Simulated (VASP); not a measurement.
Wanted: the native input for a VASP 6.6.1 run.

```yaml
Task: single point
Functional: PBE
Potentials_or_basis: VASP PAW PBE potentials, release 64 (O)
Cutoff: 520 eV
k_mesh: 8 × 8 × 5
Occupations: methfessel-paxton, width 0.1 eV
Spin: no spin polarisation
Dipole_correction: no
Further_INCAR_settings: ALGO = Normal; EDIFF = 1e-06; NBANDS = 20
```

The structure of O lies in POSCAR:

```
O
1.0
    1.4126150000     -5.2107470000      0.0000000000
    1.4126150000      5.2107470000      0.0000000000
    0.0000000000      0.0000000000      4.3434240000
O
4
Direct
    0.4485140000      0.5514860000      0.2500000000
    0.5514860000      0.4485140000      0.7500000000
    0.2110300000      0.7889700000      0.2500000000
    0.7889700000      0.2110300000      0.7500000000
```

One way to write it, as run:

INCAR

```
SYSTEM = O
  PREC = Accurate
  ENCUT = 520
  EDIFF = 1E-6
  ISMEAR = 1
  SIGMA = 0.1
  LREAL = .False.
  LASPH = .True.
  NELM = 60
  ALGO = Normal
  ISIF = 2
  LWAVE = .False.
  LCHARG = .False.
  GGA = PE
  NBANDS = 20
```

KPOINTS

```
Automatic mesh
0
Gamma
  8 8 5
  0 0 0
```

Potentials or basis: VASP PAW PBE potentials, release 64 (O).

Command:

```bash
$ cat potpaw_PBE.64/O/POTCAR > POTCAR
$ mpirun -np 1 vasp_std > vasp.out
```

It gave:

```json
{
 "Pressure": "-18.9 GPa",
 "Largest force": "1.783 eV/Å",
 "Band gap on the k mesh": "zero (bands 12 and 13 overlap by 0.79 eV)"
}
```

Caveat: the cell stands under tension; forces of over 1 eV/Å act on the atoms, so gaps and moduli don't describe the material at rest.

Run time: 2.2 min on 1 thread of AMD EPYC 7R13, on a shared host, peak memory 0.19 GiB.
